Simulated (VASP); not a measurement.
## O: electric field gradients with PBE

The system is O.

```
CELL_PARAMETERS angstrom
1.42335 0.82177 3.40830
-1.42335 0.82177 3.40830
0.00000 -1.64354 3.40830
ATOMIC_POSITIONS crystal
O 0.05770 0.05770 0.05770
O 0.94230 0.94230 0.94230
```

| Quantity | Value |
| --- | --- |
| Program | VASP 6.6.1 |
| Task | electric field gradients |
| Functional | PBE |
| Potentials or basis | VASP PAW PBE potentials, release 64 (O) |
| Cutoff | 520 eV |
| k mesh | 14 × 14 × 14 |
| Occupations | fermi-dirac, width 0.02 eV |
| Spin | no spin polarisation |
| Dipole correction | no |
| Further INCAR settings | ALGO = Normal; EDIFF = 1e-08; NBANDS = 13 |

```yaml
Pressure: 9.4 GPa
Largest_force: 4.292 eV/Å
Band_gap_on_the_k_mesh: zero (band 6 reaches 1.23 eV, above the bottom of band 7 at -0.03 eV)
```

Forces in eV/Å, atoms in the order of the input:
```
O    0.000  0.000  4.292
O    0.000  0.000 -4.292
```

Stress tensor (GPa, compression positive):
```
-6.28  0.00  0.00
 0.00 -6.28  0.00
 0.00  0.00 40.67
```

Levels at points of the mesh, in eV from the Fermi level:
| k point | band 2 | band 3 | band 4 | band 5 | band 6 | band 7 | band 8 | band 9 | band 10 | band 11 |
| --- | --- | --- | --- | --- | --- | --- | --- | --- | --- | --- |
| (0.00, 0.00, 0.00) | -13.87 | -9.15 | -6.59 | -6.59 | 0.55 | 0.55 | 8.29 | 11.72 | 15.02 | 18.70 |
| (0.50, 0.00, 0.00) | -13.71 | -8.86 | -7.89 | -6.97 | -0.73 | 0.07 | 10.61 | 12.69 | 13.32 | 17.66 |
| (0.50, 0.50, 0.00) | -14.08 | -8.66 | -7.28 | -7.18 | -1.34 | 0.60 | 10.11 | 11.78 | 15.32 | 15.34 |
| (0.50, 0.50, 0.50) | -15.07 | -7.09 | -6.69 | -6.69 | 0.80 | 0.80 | 8.02 | 8.60 | 13.76 | 20.47 |

Electric field gradients, principal values (V/Å²):
```tsv
atom	least	middle	greatest (by size)
1 O	-59.312	-59.312	118.625
2 O	-59.312	-59.312	118.625
```

Wall time 100 s on 1 thread of Intel(R) Xeon(R) 6975P-C (Granite Rapids), with other jobs on the host, peak memory 0.2 GiB.

Caveat: the standard files for N, O and F lose accuracy on very short bonds; spin is off for a triplet molecule; without QUAD_EFG the Cq values of the log hold for a quadrupole moment of 1 mb, not for the nuclei; forces of over 1 eV/Å act on the atoms, so gaps and moduli don't describe the material at rest.
